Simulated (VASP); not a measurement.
# TiSi16 (a cell with a defect) in VASP: a series of runs

The runs below take TiSi16 (a cell with a defect) through single point, with PBE+D3(BJ).

All numbers are computed with VASP 6.6.1; they aren't measurements. Logs are shortened: lines on timing, memory, paths and dates and some standing lists are left out, and cuts for length are marked.

## 1. The cell of the first run

The cell holds a defect, 17 atoms: a = 7.679 Å, b = 7.679 Å, c = 7.679 Å, α = 60.00°, β = 60.00°, γ = 60.00°.

## 2. Single point, PBE+D3(BJ)

The input, INCAR:

```
PREC = Accurate
ENCUT = 520
EDIFF = 1E-7
ISMEAR = -1
SIGMA = 0.02
LREAL = Auto
LASPH = True
NELM = 60
ALGO = Normal
ISIF = 2
LWAVE = False
LCHARG = False
GGA = PE
IVDW = 12
NBANDS = 52
```

The input, KPOINTS:

```
regular mesh
0
Gamma
  2 2 2
```

The input, POSCAR:

```
TiSi16
1.0
    0.0000000000      5.4300000000      5.4300000000
    5.4300000000      0.0000000000      5.4300000000
    5.4300000000      5.4300000000      0.0000000000
Si Ti
16 1
Direct
    0.0019018861     -0.0163596594      0.0142338693
    0.1257561740      0.1180635182      0.1385366275
   -0.0069111710     -0.0016525624      0.5117168974
    0.1257837614      0.1179983956      0.6324271304
    0.0014624211      0.5008254798      0.0148151799
    0.1216479201      0.6207849487      0.1373668543
    0.0007928433      0.5005951064      0.4998093436
    0.1254691319      0.6252000950      0.6329317343
    0.4989529699     -0.0020241762      0.0054449186
    0.6192316723      0.1182870126      0.1381849123
    0.4988983187     -0.0014772679      0.5112844658
    0.6224656411      0.1220007722      0.6348606529
    0.4844059042      0.5010590907      0.0145207404
    0.6187679868      0.6249530542      0.1388787409
    0.4985701666      0.4926204685      0.5121194094
    0.6183046984      0.6253751134      0.6326715815
    0.8719237751      0.3712894106     -0.1135156584
```

Potentials or basis: VASP PAW PBE potentials, release 64 (Si, Ti_sv).

Command:

```console
$ cat potpaw_PBE.64/Si/POTCAR potpaw_PBE.64/Ti_sv/POTCAR > POTCAR
$ mpirun -np 1 vasp_std > vasp.out
```

OUTCAR:

```text
PREC = Accurate
   ENCUT = 520
   EDIFF = 1E-7
   ISMEAR = -1
   LREAL = Auto
   LASPH = True
   NELM = 60
   ISIF = 2
   GGA = PE
   IVDW = 12
 IVDW          = 12

 ion  position               nearest neighbor table
   1  0.002  0.984  0.014-   6 2.28   4 2.39   2 2.40  10 2.40  17 2.43
   2  0.126  0.118  0.139-   3 2.34   9 2.34   1 2.40   5 2.40  17 2.75
   3  0.993  0.998  0.512-  12 2.32   4 2.34   8 2.34   2 2.34
   4  0.126  0.118  0.632-   3 2.34  11 2.34   1 2.39   7 2.40  17 2.75
   5  0.001  0.501  0.015-   6 2.27   8 2.39  14 2.40   2 2.40  17 2.43
   6  0.122  0.621  0.137-   7 2.27   5 2.27  13 2.27   1 2.28
   7  0.001  0.501  0.500-   6 2.27   8 2.40  16 2.40   4 2.40  17 2.42
   8  0.125  0.625  0.633-  15 2.34   3 2.34   5 2.39   7 2.40  17 2.76
   9  0.499  0.998  0.005-  12 2.32  14 2.34   2 2.34  10 2.34
  10  0.619  0.118  0.138-  11 2.34   9 2.34   1 2.40  13 2.40  17 2.75
  11  0.499  0.999  0.511-  12 2.32  10 2.34   4 2.34  16 2.34
  12  0.622  0.122  0.635-   9 2.32  15 2.32  11 2.32   3 2.32
  13  0.484  0.501  0.015-   6 2.27  16 2.39  14 2.40  10 2.40  17 2.43
  14  0.619  0.625  0.139-   9 2.34  15 2.34  13 2.40   5 2.40  17 2.75
  15  0.499  0.493  0.512-  12 2.32  16 2.34   8 2.34  14 2.34
  16  0.618  0.625  0.633-  15 2.34  11 2.34  13 2.39   7 2.40  17 2.76
  17  0.872  0.371  0.886-   7 2.42   5 2.43  13 2.43   1 2.43  10 2.75   2 2.75  14 2.75   4 2.75
                            16 2.76   8 2.76

  LATTYP: Found a face centered cubic cell.
 ALAT       =    10.8600000000

  Lattice vectors:

 A1 = (   0.0000000000,   5.4300000000,   5.4300000000)
 A2 = (   5.4300000000,   0.0000000000,   5.4300000000)
 A3 = (   5.4300000000,   5.4300000000,   0.0000000000)

Analysis of symmetry for initial positions (statically):
=====================================================================
 Subroutine PRICEL returns:
 Original cell was already a primitive cell.

 Routine SETGRP: Setting up the symmetry group for a
 face centered cubic supercell.

 Subroutine GETGRP returns: Found  1 space group operations
 (whereof  1 operations were pure point group operations)
 out of a pool of 48 trial point group operations.

The static configuration has the point symmetry C_1 .

Analysis of symmetry for dynamics (positions and initial velocities):
=====================================================================
 Subroutine PRICEL returns:
 Original cell was already a primitive cell.

 Routine SETGRP: Setting up the symmetry group for a
 face centered cubic supercell.

 Subroutine GETGRP returns: Found  1 space group operations
 (whereof  1 operations were pure point group operations)
 out of a pool of 48 trial point group operations.

The dynamic configuration has the point symmetry C_1 .

 Subroutine INISYM returns: Found  1 space group operations
 (whereof  1 operations are pure point group operations),
 and found     1 'primitive' translations

----------------------------------------------------------------------------------------

                                     Primitive cell

  volume of cell :     320.2060

  direct lattice vectors                    reciprocal lattice vectors
     0.000000000  5.430000000  5.430000000    -0.092081031  0.092081031  0.092081031
     5.430000000  0.000000000  5.430000000     0.092081031 -0.092081031  0.092081031
     5.430000000  5.430000000  0.000000000     0.092081031  0.092081031 -0.092081031

  length of vectors
     7.679179644  7.679179644  7.679179644     0.159489025  0.159489025  0.159489025

  position of ions in fractional coordinates (direct lattice)
     0.001901886  0.983640341  0.014233869
     0.125756174  0.118063518  0.138536628
     0.993088829  0.998347438  0.511716897
     0.125783761  0.117998396  0.632427130
     0.001462421  0.500825480  0.014815180
     0.121647920  0.620784949  0.137366854
[... 9 lines left out ...]
     0.618304698  0.625375113  0.632671581
     0.871923775  0.371289411  0.886484342

  ion indices of the primitive-cell ions
   primitive index   ion index
                 1           1
                 2           2
                 3           3
                 4           4
                 5           5
                 6           6
[... 9 lines left out ...]
                16          16
                17          17

----------------------------------------------------------------------------------------

 KPOINTS: regular mesh

Automatic generation of k-mesh.
 Grid dimensions read from file:
 generate k-points for:    2    2    2

 Generating k-lattice:

  Cartesian coordinates                     Fractional coordinates (reciprocal lattice)
    -0.046040516  0.046040516  0.046040516     0.500000000  0.000000000  0.000000000
     0.046040516 -0.046040516  0.046040516     0.000000000  0.500000000  0.000000000
     0.046040516  0.046040516 -0.046040516     0.000000000  0.000000000  0.500000000

  Length of vectors
     0.079744512  0.079744512  0.079744512

  Shift w.r.t. Gamma in fractional coordinates (k-lattice)
     0.000000000  0.000000000  0.000000000

 Subroutine IBZKPT returns following result:
 ===========================================

 Found      8 irreducible k-points:

 Following reciprocal coordinates:
            Coordinates               Weight
  0.000000  0.000000  0.000000      1.000000
  0.500000  0.000000  0.000000      1.000000
  0.000000  0.500000  0.000000      1.000000
  0.000000  0.000000  0.500000      1.000000
  0.500000  0.500000  0.500000      1.000000
  0.500000  0.500000  0.000000      1.000000
  0.000000  0.500000  0.500000      1.000000
  0.500000  0.000000  0.500000      1.000000
   k-points           NKPTS =      8   k-points in BZ     NKDIM =      8   number of bands    NBANDS=     52
   number of dos      NEDOS =    301   number of ions     NIONS =     17
   total plane-waves  NPLWV = 216000
   dimension x,y,z NGX =    60 NGY =   60 NGZ =   60
   dimension x,y,z NGXF=   120 NGYF=  120 NGZF=  120
   ions per type =              16   1
   NGX,Y,Z   is equivalent  to a cutoff of  12.99, 12.99, 12.99 a.u.
   NGXF,Y,Z  is equivalent  to a cutoff of  25.98, 25.98, 25.98 a.u.
 SYSTEM =  unknown system
   PREC   = accura    normal or accurate (medium, high low for compatibility)
   ISTART =      0    job   : 0-new  1-cont  2-samecut
   ICHARG =      2    charge: 1-file 2-atom 10-const
   ISPIN  =      1    spin polarized calculation?
   LNONCOLLINEAR =      F non collinear calculations
   LSORBIT =      F    spin-orbit coupling
   LASPH  =      T    aspherical Exc in radial PAW
   ENCUT  =  520.0 eV  38.22 Ry    6.18 a.u.  14.28 14.28 14.28*2*pi/ulx,y,z
   NELM   =     60;   NELMIN=  2; NELMDL= -5     # of ELM steps
   EDIFF  = 0.1E-06   stopping-criterion for ELM
   LREAL  =      T    real-space projection
   EDIFFG = 0.1E-05   stopping-criterion for IOM
   NSW    =      0    number of steps for IOM
   IBRION =     -1    ionic relax: 0-MD 1-quasi-New 2-CG
   NFREE  =      0    steps in history (QN), initial steepest desc. (CG)
   ISIF   =      2    stress and relaxation
   ISYM   =      2    0-nonsym 1-usesym 2-fastsym
   POTIM  = 0.5000    time-step for ionic-motion
   TEBEG  =    0.0;   TEEND  =   0.0 temperature during run
   PSTRESS=    0.0 pullay stress
   NELECT =      76.0000    total number of electrons
   NUPDOWN=      -1.0000    fix difference up-down
   EMIN   =  10.00;   EMAX   =-10.00  energy-range for DOS
   EFERMI =   0.00;   METHOD = LEGACY
   ISMEAR =    -1;   SIGMA  =   0.02  broadening in eV -4-tet -1-fermi 0-gaus
   EFERMI_NEDOS =   21; number of points for ismear=-14 and -15
   IALGO  =     38    algorithm
   IMIX   =      4    mixing-type and parameters
     AMIX     =   0.40;   BMIX     =  1.00
     AMIX_MAG =   1.60;   BMIX_MAG =  1.00
  volume/ion in A,a.u.               =      18.84       127.11
  Fermi-wavevector in a.u.,A,eV,Ry     =   1.013607  1.915439 13.978610  1.027399
  Thomas-Fermi vector in A             =   2.146786
   LORBIT       =      0    0 simple, 1 ext, 2 COOP (PROOUT), +10 PAW based schemes
   GGA     = PE    functional components
   LHFCALC =     F    Hartree Fock is set to
   AEXX    =    0.0000 exact exchange contribution
   IVDW    =    12    specifies the selected vdW correction
   LEPSILON=     F    determine dielectric tensor
   LRPA    =     F    only Hartree local field effects (RPA)
 non-spin polarized calculation
  energy-cutoff  :      520.00
  volume of cell :      320.21
 maximum number of plane-waves:      8646
 NGX is ok and might be reduce to    60
   NGX = 29   NGY = 29   NGZ = 29

 number of electron      76.0000003 magnetization

 Free energy of the ion-electron system (eV)
  ---------------------------------------------------
  ext. energy  EPLUGINS =         0.00000000
  ---------------------------------------------------
  free energy    TOTEN  =       -92.21429347 eV

  energy without entropy =      -92.18966431  energy(sigma->0) =      -92.20197889

 E-fermi :   6.9313     XC(G=0):  -9.7514

 val. band max:        6.8940132414   @ k =   0.0000   0.5000   0.5000
 cond. band min:       6.9545710766   @ k =   0.5000   0.5000   0.5000
 fundamental gap:      0.0605578352
 Fermi energy:         6.9313172815

 k-point     1 :       0.0000    0.0000    0.0000
  band No.  band energies     occupation
      1     -49.8783      2.00000
      2     -26.2543      2.00000
      3     -26.2532      2.00000
      4     -26.2452      2.00000
      5      -5.7206      2.00000
      6      -3.5127      2.00000
[... 42 lines left out ...]
     49       8.1739      0.00000
     50       8.4836      0.00000

 k-point     2 :       0.5000    0.0000    0.0000
  band No.  band energies     occupation
      1     -49.8783      2.00000
      2     -26.2543      2.00000
      3     -26.2532      2.00000
      4     -26.2452      2.00000
      5      -5.0130      2.00000
      6      -4.8013      2.00000
[... 310 lines left out ...]
 k-point     8 :       0.5000    0.0000    0.5000
  band No.  band energies     occupation
      1     -49.8783      2.00000
      2     -26.2543      2.00000
      3     -26.2532      2.00000
      4     -26.2452      2.00000
      5      -4.6910      2.00000
      6      -4.6028      2.00000
[... 42 lines left out ...]
     49       9.8747      0.00000
     50      10.5388      0.00000
 [bands above 50 left out]

------------------------ aborting loop because EDIFF is reached ----------------------------------------

 Edisp (eV)   -5.83781

 E8    (eV) :    -2.4422

  FORCE on cell =-STRESS in cart. coord.  units (eV):
  Direction    XX          YY          ZZ          XY          YZ          ZX
  --------------------------------------------------------------------------------------
  -------------------------------------------------------------------------------------
  Total       1.89362     1.89354     1.90088     0.00699    -0.00552    -0.00213
  in kB       9.47491     9.47446     9.51120     0.03496    -0.02762    -0.01067
  external pressure =        9.49 kB  Pullay stress =        0.00 kB

 VOLUME and BASIS-vectors are now :
 -----------------------------------------------------------------------------
  energy-cutoff  :      520.00
  volume of cell :      320.21
      direct lattice vectors                 reciprocal lattice vectors
     0.000000000  5.430000000  5.430000000    -0.092081031  0.092081031  0.092081031
     5.430000000  0.000000000  5.430000000     0.092081031 -0.092081031  0.092081031
     5.430000000  5.430000000  0.000000000     0.092081031  0.092081031 -0.092081031

 POSITION                                       TOTAL-FORCE (eV/Angst)
 -----------------------------------------------------------------------------------
      5.41846      0.08762      5.35149         0.000943      0.005844     -0.004170
      1.39334      1.43511      1.32394        -0.001084     -0.012203      0.005802
      8.19965      8.17110     10.81350         0.000553      0.000098     -0.009629
      4.07481      4.11709      1.32374         0.004795      0.005848     -0.001942
      2.79993      0.08839      2.72742         0.004042      0.003615     -0.001893
      4.11676      1.40645      4.03141         0.003832      0.002836      0.002330
[... 9 lines left out ...]
      6.83119      6.79280      6.75318         0.005446      0.003918     -0.000141
      6.82971      9.54816      6.75065         0.004586      0.000381     -0.020042
 -----------------------------------------------------------------------------------
    total drift:                                0.010688      0.001264     -0.028866

  FREE ENERGIE OF THE ION-ELECTRON SYSTEM (eV)
  ---------------------------------------------------
  free  energy   TOTEN  =       -98.0521060913 eV

  energy  without entropy=      -98.0274769331  energy(sigma->0) =      -98.03979151
```

Run time: 5 min. Hardware: 1 thread of AMD EPYC 9R45 (Zen 5), shared host; peak memory 0.45 GiB.

Results:

```
Free energy                : -98.0521 eV
Pressure                   : 0.9 GPa
Largest force              : 0.029 eV/Å
Band gap on the k mesh     : zero (band 38 reaches 6.96 eV, above the bottom of band 39 at 6.54 eV)
Dispersion energy per atom : -0.343 eV
```

Forces in eV/Å, atoms in the order of the input:
```
Si   0.001  0.006 -0.004
Si  -0.001 -0.012  0.006
Si   0.001  0.000 -0.010
Si   0.005  0.006 -0.002
Si   0.004  0.004 -0.002
Si   0.004  0.003  0.002
Si  -0.018 -0.017  0.016
Si   0.003  0.002  0.001
Si   0.012  0.001  0.006
Si  -0.005 -0.007  0.012
Si   0.005  0.010 -0.006
Si  -0.003 -0.003  0.005
Si   0.004  0.003 -0.002
Si  -0.016  0.000  0.002
Si  -0.006 -0.001 -0.004
Si   0.005  0.004  0.000
Ti   0.005  0.000 -0.020
```

Caveat: the k points lie up to 0.50 Å⁻¹ apart.

(Continued in part 2 of 3.)
